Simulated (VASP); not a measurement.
# Mg3SbBr3 (Pm-3m) in VASP: further runs

The runs below take Mg3SbBr3 through single point, relaxation of cell and atoms, with PBE.

All numbers are computed with VASP 6.6.1; they aren't measurements. Logs are shortened: lines on timing, memory, paths and dates and some standing lists are left out, and cuts for length are marked.

## 1. The cell of the first run

It takes space group Pm-3m (No. 221, cubic). The conventional cell has a = 5.719 Å, b = 5.719 Å, c = 5.719 Å, α = 90.00°, β = 90.00°, γ = 90.00°. Within 3.8 Å of Mg (site symmetry 4/mmm) lie 2 Sb at 2.86 Å and 4 Br at 2.86 Å. Sb (site symmetry m-3m) has 6 Mg at 2.86 Å within 3.8 Å. Br (site symmetry 4/mmm) has 4 Mg at 2.86 Å within 3.8 Å.

## 2. Single point, PBE

INCAR reads:

```
PREC = Accurate
ENCUT = 520
EDIFF = 1E-7
ISMEAR = 0
SIGMA = 0.02
LREAL = F
LASPH = T
NELM = 100
ALGO = Normal
ISIF = 2
LWAVE = F
LCHARG = F
GGA = PE
NBANDS = 25
```

KPOINTS reads:

```
Automatic mesh
0
Gamma
  6 6 6
```

POSCAR reads:

```
Mg3SbBr3
1.0
    5.7186375353      0.0000000000      0.0000000000
    0.0000000000      5.7186375353      0.0000000000
    0.0000000000      0.0000000000      5.7186375353
Mg Sb Br
3 1 3
Direct
    0.5000000000      0.5000000000      0.0000000000
    0.0000000000      0.5000000000      0.5000000000
    0.5000000000      0.0000000000      0.5000000000
    0.5000000000      0.5000000000      0.5000000000
    0.5000000000      0.0000000000      0.0000000000
    0.0000000000      0.5000000000      0.0000000000
    0.0000000000      0.0000000000      0.5000000000
```

Potentials or basis: VASP PAW PBE potentials, release 64 (Mg, Sb, Br).

Launch:

```
$ cat potpaw_PBE.64/Mg/POTCAR potpaw_PBE.64/Sb/POTCAR potpaw_PBE.64/Br/POTCAR > POTCAR
$ mpirun -np 1 vasp_std > vasp.out
```

OUTCAR:

```text
PREC = Accurate
   ENCUT = 520
   EDIFF = 1E-7
   ISMEAR = 0
   LREAL = F
   LASPH = T
   NELM = 100
   ISIF = 2
   GGA = PE

 ion  position               nearest neighbor table
   1  0.500  0.500  0.000-   4 2.86   5 2.86   6 2.86   4 2.86   5 2.86   6 2.86
   2  0.000  0.500  0.500-   4 2.86   6 2.86   7 2.86   6 2.86   7 2.86   4 2.86
   3  0.500  0.000  0.500-   4 2.86   5 2.86   7 2.86   5 2.86   4 2.86   7 2.86
   4  0.500  0.500  0.500-   1 2.86   2 2.86   3 2.86   1 2.86   3 2.86   2 2.86
   5  0.500  0.000  0.000-   1 2.86   3 2.86   3 2.86   1 2.86
   6  0.000  0.500  0.000-   1 2.86   2 2.86   2 2.86   1 2.86
   7  0.000  0.000  0.500-   2 2.86   3 2.86   2 2.86   3 2.86

  LATTYP: Found a simple cubic cell.
 ALAT       =     5.7186375353

  Lattice vectors:

 A1 = (   5.7186375353,   0.0000000000,   0.0000000000)
 A2 = (   0.0000000000,   5.7186375353,   0.0000000000)
 A3 = (   0.0000000000,   0.0000000000,   5.7186375353)

Analysis of symmetry for initial positions (statically):
=====================================================================
 Subroutine PRICEL returns:
 Original cell was already a primitive cell.

 Routine SETGRP: Setting up the symmetry group for a
 simple cubic supercell.

 Subroutine GETGRP returns: Found 48 space group operations
 (whereof 48 operations were pure point group operations)
 out of a pool of 48 trial point group operations.

The static configuration has the point symmetry O_h .

Analysis of symmetry for dynamics (positions and initial velocities):
=====================================================================
 Subroutine PRICEL returns:
 Original cell was already a primitive cell.

 Routine SETGRP: Setting up the symmetry group for a
 simple cubic supercell.

 Subroutine GETGRP returns: Found 48 space group operations
 (whereof 48 operations were pure point group operations)
 out of a pool of 48 trial point group operations.

The dynamic configuration has the point symmetry O_h .

 Subroutine INISYM returns: Found 48 space group operations
 (whereof 48 operations are pure point group operations),
 and found     1 'primitive' translations

----------------------------------------------------------------------------------------

                                     Primitive cell

  volume of cell :     187.0155

  direct lattice vectors                    reciprocal lattice vectors
     5.718637535  0.000000000  0.000000000     0.174866827  0.000000000  0.000000000
     0.000000000  5.718637535  0.000000000     0.000000000  0.174866827  0.000000000
     0.000000000  0.000000000  5.718637535     0.000000000  0.000000000  0.174866827

  length of vectors
     5.718637535  5.718637535  5.718637535     0.174866827  0.174866827  0.174866827

  position of ions in fractional coordinates (direct lattice)
     0.500000000  0.500000000  0.000000000
     0.000000000  0.500000000  0.500000000
     0.500000000  0.000000000  0.500000000
     0.500000000  0.500000000  0.500000000
     0.500000000  0.000000000  0.000000000
     0.000000000  0.500000000  0.000000000
     0.000000000  0.000000000  0.500000000

  ion indices of the primitive-cell ions
   primitive index   ion index
                 1           1
                 2           2
                 3           3
                 4           4
                 5           5
                 6           6
                 7           7

----------------------------------------------------------------------------------------

 KPOINTS: Automatic mesh

Automatic generation of k-mesh.
 Grid dimensions read from file:
 generate k-points for:    6    6    6

 Generating k-lattice:

  Cartesian coordinates                     Fractional coordinates (reciprocal lattice)
     0.029144471  0.000000000  0.000000000     0.166666667  0.000000000  0.000000000
     0.000000000  0.029144471  0.000000000     0.000000000  0.166666667  0.000000000
     0.000000000  0.000000000  0.029144471     0.000000000  0.000000000  0.166666667

  Length of vectors
     0.029144471  0.029144471  0.029144471

  Shift w.r.t. Gamma in fractional coordinates (k-lattice)
     0.000000000  0.000000000  0.000000000

 Subroutine IBZKPT returns following result:
 ===========================================

 Found     20 irreducible k-points:

 Following reciprocal coordinates:
            Coordinates               Weight
  0.000000  0.000000  0.000000      1.000000
  0.166667  0.000000  0.000000      6.000000
  0.333333  0.000000  0.000000      6.000000
  0.500000  0.000000  0.000000      3.000000
  0.166667  0.166667  0.000000     12.000000
  0.333333  0.166667  0.000000     24.000000
[... 12 lines left out ...]
  0.500000  0.500000  0.333333      6.000000
  0.500000  0.500000  0.500000      1.000000
   k-points           NKPTS =     20   k-points in BZ     NKDIM =     20   number of bands    NBANDS=     25
   number of dos      NEDOS =    301   number of ions     NIONS =      7
   total plane-waves  NPLWV = 110592
   dimension x,y,z NGX =    48 NGY =   48 NGZ =   48
   dimension x,y,z NGXF=    96 NGYF=   96 NGZF=   96
   ions per type =               3   1   3
   NGX,Y,Z   is equivalent  to a cutoff of  13.95, 13.95, 13.95 a.u.
   NGXF,Y,Z  is equivalent  to a cutoff of  27.91, 27.91, 27.91 a.u.
 SYSTEM =  unknown system
   PREC   = accura    normal or accurate (medium, high low for compatibility)
   ISTART =      0    job   : 0-new  1-cont  2-samecut
   ICHARG =      2    charge: 1-file 2-atom 10-const
   ISPIN  =      1    spin polarized calculation?
   LNONCOLLINEAR =      F non collinear calculations
   LSORBIT =      F    spin-orbit coupling
   LASPH  =      T    aspherical Exc in radial PAW
   ENCUT  =  520.0 eV  38.22 Ry    6.18 a.u.  10.63 10.63 10.63*2*pi/ulx,y,z
   NELM   =    100;   NELMIN=  2; NELMDL= -5     # of ELM steps
   EDIFF  = 0.1E-06   stopping-criterion for ELM
   LREAL  =      F    real-space projection
   EDIFFG = 0.1E-05   stopping-criterion for IOM
   NSW    =      0    number of steps for IOM
   IBRION =     -1    ionic relax: 0-MD 1-quasi-New 2-CG
   NFREE  =      0    steps in history (QN), initial steepest desc. (CG)
   ISIF   =      2    stress and relaxation
   ISYM   =      2    0-nonsym 1-usesym 2-fastsym
   POTIM  = 0.5000    time-step for ionic-motion
   TEBEG  =    0.0;   TEEND  =   0.0 temperature during run
   PSTRESS=    0.0 pullay stress
   NELECT =      32.0000    total number of electrons
   NUPDOWN=      -1.0000    fix difference up-down
   EMIN   =  10.00;   EMAX   =-10.00  energy-range for DOS
   EFERMI =   0.00;   METHOD = LEGACY
   ISMEAR =     0;   SIGMA  =   0.02  broadening in eV -4-tet -1-fermi 0-gaus
   EFERMI_NEDOS =   21; number of points for ismear=-14 and -15
   IALGO  =     38    algorithm
   IMIX   =      4    mixing-type and parameters
     AMIX     =   0.40;   BMIX     =  1.00
     AMIX_MAG =   1.60;   BMIX_MAG =  1.00
  volume/ion in A,a.u.               =      26.72       180.29
  Fermi-wavevector in a.u.,A,eV,Ry     =   0.908864  1.717504 11.238873  0.826034
  Thomas-Fermi vector in A             =   2.032841
   LORBIT       =      0    0 simple, 1 ext, 2 COOP (PROOUT), +10 PAW based schemes
   GGA     = PE    functional components
   LHFCALC =     F    Hartree Fock is set to
   AEXX    =    0.0000 exact exchange contribution
   IVDW    =     0    specifies the selected vdW correction
   LEPSILON=     F    determine dielectric tensor
   LRPA    =     F    only Hartree local field effects (RPA)
 non-spin polarized calculation
 Gauss-broadening in eV      SIGMA  =   0.02
  energy-cutoff  :      520.00
  volume of cell :      187.02
 maximum number of plane-waves:      5058
 NGX is ok and might be reduce to    48
   NGX = 21   NGY = 21   NGZ = 21

 number of electron      31.9999995 magnetization

 Free energy of the ion-electron system (eV)
  ---------------------------------------------------
  ext. energy  EPLUGINS =         0.00000000
  ---------------------------------------------------
  free energy    TOTEN  =       -20.57530027 eV

  energy without entropy =      -20.57530027  energy(sigma->0) =      -20.57530027

 E-fermi :   2.4034     XC(G=0):  -8.5228

 val. band max:        2.2909805742   @ k =   0.5000   0.5000   0.5000
 cond. band min:       3.2140351052   @ k =   0.0000   0.0000   0.0000
 fundamental gap:      0.9230545310
 Fermi energy:         2.4033797659

 k-point     1 :       0.0000    0.0000    0.0000
  band No.  band energies     occupation
      1     -12.6158      2.00000
      2     -12.2184      2.00000
      3     -12.2184      2.00000
      4      -5.7136      2.00000
      5      -1.9754      2.00000
      6      -1.9754      2.00000
[... 17 lines left out ...]
     24      10.0789      0.00000
     25      10.0789      0.00000

 k-point     2 :       0.1667    0.0000    0.0000
  band No.  band energies     occupation
      1     -12.5909      2.00000
      2     -12.2418      2.00000
      3     -12.2158      2.00000
      4      -5.7432      2.00000
      5      -1.9019      2.00000
      6      -1.9019      2.00000
[... 17 lines left out ...]
     24       9.6118      0.00000
     25       9.9417      0.00000

 k-point     3 :       0.3333    0.0000    0.0000
  band No.  band energies     occupation
      1     -12.5260      2.00000
      2     -12.3038      2.00000
      3     -12.2107      2.00000
      4      -5.8004      2.00000
      5      -1.6959      2.00000
      6      -1.6959      2.00000
[... 17 lines left out ...]
     24       8.8544      0.00000
     25       8.8954      0.00000

 k-point     4 :       0.5000    0.0000    0.0000
  band No.  band energies     occupation
      1     -12.4710      2.00000
      2     -12.3573      2.00000
      3     -12.2081      2.00000
      4      -5.8280      2.00000
      5      -1.4125      2.00000
      6      -1.4125      2.00000
[... 17 lines left out ...]
     24       8.8384      0.00000
     25       8.8385      0.00000

 k-point     5 :       0.1667    0.1667    0.0000
  band No.  band energies     occupation
      1     -12.5673      2.00000
      2     -12.2497      2.00000
      3     -12.2270      2.00000
      4      -5.7639      2.00000
      5      -1.8870      2.00000
      6      -1.8306      2.00000
[... 17 lines left out ...]
     24       9.3957      0.00000
     25       9.6594      0.00000

 k-point     6 :       0.3333    0.1667    0.0000
  band No.  band energies     occupation
      1     -12.5056      2.00000
      2     -12.3024      2.00000
      3     -12.2268      2.00000
      4      -5.8049      2.00000
      5      -1.8218      2.00000
      6      -1.6328      2.00000
[... 17 lines left out ...]
     24       8.8585      0.00000
     25       8.9139      0.00000
[... 281 lines left out ...]
 k-point    17 :       0.3333    0.3333    0.3333
  band No.  band energies     occupation
      1     -12.4005      2.00000
      2     -12.3011      2.00000
      3     -12.3011      2.00000
      4      -5.7307      2.00000
      5      -2.4784      2.00000
      6      -2.4784      2.00000
[... 17 lines left out ...]
     24       8.3942      0.00000
     25       8.5847      0.00000

 k-point    18 :       0.5000    0.3333    0.3333
  band No.  band energies     occupation
      1     -12.3639      2.00000
      2     -12.3339      2.00000
      3     -12.2978      2.00000
      4      -5.7011      2.00000
      5      -2.6015      2.00000
      6      -2.5217      2.00000
[... 17 lines left out ...]
     24       8.3157      0.00000
     25       8.3189      0.00000

 k-point    19 :       0.5000    0.5000    0.3333
  band No.  band energies     occupation
      1     -12.3303      2.00000
      2     -12.3303      2.00000
      3     -12.3276      2.00000
      4      -5.6570      2.00000
      5      -2.6513      2.00000
      6      -2.6513      2.00000
[... 17 lines left out ...]
     24       7.8356      0.00000
     25       8.0101      0.00000

 k-point    20 :       0.5000    0.5000    0.5000
  band No.  band energies     occupation
      1     -12.3268      2.00000
      2     -12.3268      2.00000
      3     -12.3268      2.00000
      4      -5.5940      2.00000
      5      -2.7872      2.00000
      6      -2.7872      2.00000
[... 17 lines left out ...]
     24       7.8936      0.00000
     25       7.8936      0.00000

------------------------ aborting loop because EDIFF is reached ----------------------------------------

  FORCE on cell =-STRESS in cart. coord.  units (eV):
  Direction    XX          YY          ZZ          XY          YZ          ZX
  --------------------------------------------------------------------------------------
  -------------------------------------------------------------------------------------
  Total       -0.0601620     -0.0601620     -0.0601620     -0.0000000      0.0000000     -0.0000000
  in kB       -0.5154126     -0.5154126     -0.5154126     -0.0000000      0.0000000     -0.0000000
  external PRESSURE =      -0.5154126 kB  Pullay stress =       0.0000000 kB

 VOLUME and BASIS-vectors are now :
 -----------------------------------------------------------------------------
  energy-cutoff  :      520.00
  volume of cell :      187.02
      direct lattice vectors                 reciprocal lattice vectors
     5.718637535  0.000000000  0.000000000     0.174866827  0.000000000  0.000000000
     0.000000000  5.718637535  0.000000000     0.000000000  0.174866827  0.000000000
     0.000000000  0.000000000  5.718637535     0.000000000  0.000000000  0.174866827

 POSITION                                       TOTAL-FORCE (eV/Angst)
 -----------------------------------------------------------------------------------
      2.85932      2.85932      0.00000         0.000000      0.000000      0.000000
      0.00000      2.85932      2.85932         0.000000      0.000000      0.000000
      2.85932      0.00000      2.85932         0.000000      0.000000      0.000000
      2.85932      2.85932      2.85932         0.000000      0.000000      0.000000
      2.85932      0.00000      0.00000         0.000000      0.000000      0.000000
      0.00000      2.85932      0.00000         0.000000      0.000000      0.000000
      0.00000      0.00000      2.85932         0.000000      0.000000      0.000000
 -----------------------------------------------------------------------------------
    total drift:                                0.000000      0.000000      0.000000

  FREE ENERGIE OF THE ION-ELECTRON SYSTEM (eV)
  ---------------------------------------------------
  free  energy   TOTEN  =       -20.5753002729 eV

  energy  without entropy=      -20.5753002729  energy(sigma->0) =      -20.57530027
```

It took 61 s on 1 thread of AMD EPYC 9R45 (Zen 5), shared host; peak memory 0.34 GiB.

What came out:

```
Free energy            : -20.5753 eV
Pressure               : -0.1 GPa
Band gap on the k mesh : 0.92 eV, indirect (least direct gap 1.04 eV)
```

Levels at points of the mesh, in eV from the valence-band top:
```csv
k point,band 12,band 13,band 14,band 15,band 16,band 17,band 18,band 19,band 20,band 21
"(0.00, 0.00, 0.00)",-1.88,-1.88,-0.12,-0.12,-0.12,0.92,0.92,2.10,4.39,4.39
"(0.50, 0.00, 0.00)",-2.01,-2.01,-1.89,-0.61,-0.61,2.78,2.98,4.12,4.95,5.68
"(0.50, 0.50, 0.00)",-2.35,-1.60,-1.22,-0.60,-0.60,4.02,4.02,4.59,4.59,6.13
"(0.50, 0.50, 0.50)",-1.57,-1.57,0.00,0.00,0.00,3.24,3.24,3.24,5.10,5.41
```

Caveat: spin-orbit coupling is left out, which moves the levels of the heavy elements.

## 3. Relaxation of cell and atoms, PBE

INCAR reads:

```
SYSTEM = Mg3SbBr3
  PREC = Accurate
  ENCUT = 600
  EDIFF = 1E-6
  ISMEAR = 0
  SIGMA = 0.02
  LREAL = .False.
  LASPH = .True.
  NELM = 100
  ALGO = Normal
  ISIF = 3
  LWAVE = .False.
  LCHARG = .False.
  GGA = PE
  IBRION = 2
  NSW = 100
  EDIFFG = -0.01
```

KPOINTS reads:

```
regular mesh
0
Gamma
  6 6 6
  0 0 0
```

POSCAR, as its differences from that of step 2:

```diff
@@ -2,5 +2,5 @@
 1.0
-    5.7186375353      0.0000000000      0.0000000000
-    0.0000000000      5.7186375353      0.0000000000
-    0.0000000000      0.0000000000      5.7186375353
+    5.7150889100      0.0000000000      0.0000000000
+    0.0000000000      5.7150889100      0.0000000000
+    0.0000000000      0.0000000000      5.7150889100
 Mg Sb Br
```

Potentials or basis: VASP PAW PBE potentials, release 64 (Mg, Sb, Br).

Launch:

```
$ cat potpaw_PBE.64/Mg/POTCAR potpaw_PBE.64/Sb/POTCAR potpaw_PBE.64/Br/POTCAR > POTCAR
$ mpirun -np 1 vasp_std > vasp.out
```

It took 43 s on 1 thread of AMD EPYC 9R45 (Zen 5), shared host; peak memory 0.35 GiB.

Results (log left out):

| Quantity | Value |
| --- | --- |
| Free energy | -20.5754 eV |
| Pressure after relaxing | 0.0 GPa |
| Band gap on the k mesh | 0.92 eV, indirect (least direct gap 1.04 eV) |

Final structure:
```
Mg Sb Br
1.0
     5.71509    0.00000    0.00000
     0.00000    5.71509    0.00000
     0.00000    0.00000    5.71509
Mg Sb Br
3 1 3
Direct
  0.50000 0.50000 0.00000
  0.00000 0.50000 0.50000
  0.50000 0.00000 0.50000
  0.50000 0.50000 0.50000
  0.50000 0.00000 0.00000
  0.00000 0.50000 0.00000
  0.00000 0.00000 0.50000
```

Levels at points of the mesh, in eV from the valence-band top:
```csv
k point,band 12,band 13,band 14,band 15,band 16,band 17,band 18,band 19,band 20
"(0.00, 0.00, 0.00)",-1.88,-1.88,-0.12,-0.12,-0.12,0.92,0.92,2.11,4.38
"(0.50, 0.00, 0.00)",-2.02,-2.02,-1.90,-0.61,-0.61,2.79,2.99,4.13,4.94
"(0.50, 0.50, 0.00)",-2.36,-1.60,-1.23,-0.60,-0.60,4.02,4.03,4.59,4.59
"(0.50, 0.50, 0.50)",-1.58,-1.58,0.00,0.00,0.00,3.24,3.24,3.24,5.10
```

Caveat: the relaxation stopped at its first step, so nothing moved; spin-orbit coupling is left out, which moves the levels of the heavy elements. A k mesh can miss the band edges.

[end of part 1 of 2]
